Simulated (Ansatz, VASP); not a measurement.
## One calculation of FeBr4, two programs

```
CELL_PARAMETERS angstrom
5.67019 0.00000 0.00000
0.00000 5.67019 0.00000
0.00000 0.00000 5.67019
ATOMIC_POSITIONS crystal
Fe 0.00000 0.00000 0.00000
Br 0.24378 0.75622 0.75622
Br 0.75622 0.24378 0.75622
Br 0.75622 0.75622 0.24378
Br 0.24378 0.24378 0.24378
```

Change from the starting cell: species swapped into the SnI4 type (P-43m, No. 215).

Alike in both runs: task relaxation of cell and atoms; functional PBE; k mesh 2 × 2 × 2; occupations gaussian, width 0.15 eV; collinear spin.

```csv
,VASP,Ansatz
version,VASP 6.6.1,Ansatz 0.2.0
potentials or method,"VASP PAW PBE potentials, release 64 (Fe, Br), cutoff 600 eV","scalar-relativistic, plane waves, PAW"
valence electrons in the cell,36,44
```

|  | VASP | Ansatz | Ansatz less VASP |
| --- | --- | --- | --- |
| gap on the k mesh at the Fermi level, each at its own relaxed structure (eV) | none | none | - |
| net moment per atom (μB) | 0.80 | 0.80 | 0.000 |
| size of the moment on the site where the two differ most (μB) | 3.15 | 3.07 | -0.080 |
| relaxed volume (Å³/atom) | 36.11 | 38.56 | +2.449 |
| relaxed length of the cell vector where the two differ most in proportion (Å) | 5.652 | 5.777 | +0.1250 |

Site moments also hang on the region over which each program counts them. A gap of «none» marks a metal or a gap that the smearing closes. One of these differences is far larger than is usual between the two programs; its cause wasn't traced. VASP's potentials hold 36 valence electrons a cell and Ansatz's 44, so a difference there can come from the potentials and not from the codes.

The k mesh is coarse, so the values compare programs but aren't converged.
